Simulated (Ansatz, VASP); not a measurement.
**SrO: VASP beside Ansatz**

```xyz
2
Lattice="0.0000 2.5316 2.5316 2.5316 0.0000 2.5316 2.5316 2.5316 0.0000" Properties=species:S:1:pos:R:3 pbc="T T T"
Sr    2.5316    2.5316    2.5316
O     0.0000    0.0000    0.0000
```

Alike in both runs: task single point; functional b88 exchange, pbe correlation; k mesh 9 × 9 × 9; occupations methfessel-paxton of order 1, width 0.1 eV; no spin polarisation.

|  | VASP | Ansatz |
| --- | --- | --- |
| version | VASP 6.6.1 | Ansatz 0.2.0 |
| potentials or method | VASP PAW PBE potentials, release 64 (Sr_sv, O) | Ansatz PAW |
| plane-wave cutoff (eV) | 600 | 420 |
| valence electrons in the cell | 16 | 16 |

```tsv
	VASP	Ansatz	Ansatz less VASP
gap on the k mesh at the Fermi level (eV)	3.32	3.37	+0.051
least direct gap on the mesh (eV)	3.39	3.43	+0.039
pressure (GPa)	8.1	7.5	-0.63
```

VASP's potentials were made for PBE, not for b88 exchange, pbe correlation.

Noted on Ansatz's run: odd divisions of the mesh miss points on the zone boundary, where band edges often lie, so the gap on the mesh can be too wide.
